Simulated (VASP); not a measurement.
Here is a VASP 6.6.1 calculation.

File INCAR:

```
ALGO = Normal
EDIFF = 1E-6
ENCUT = 520
GGA = PE
ISIF = 2
ISMEAR = -1
LASPH = True
LCHARG = False
LREAL = False
LWAVE = False
NBANDS = 14
NELM = 80
PREC = Accurate
SIGMA = 0.08
```

KPOINTS

```
k-points
0
Gamma
  13 13 13
```

File POSCAR:

```
Bi
1.0
   -1.9934072489      1.9934072489      1.9934072489
    1.9934072489     -1.9934072489      1.9934072489
    1.9934072489      1.9934072489     -1.9934072489
Bi
1
Direct
    0.0000000000      0.0000000000      0.0000000000
```

Potentials or basis: VASP PAW PBE potentials, release 64 (Bi_d).

Launch:

```bash
$ cat potpaw_PBE.64/Bi_d/POTCAR > POTCAR
$ mpirun -np 1 vasp_std > vasp.out
```

Estimate the pressure.

-0.1 GPa.
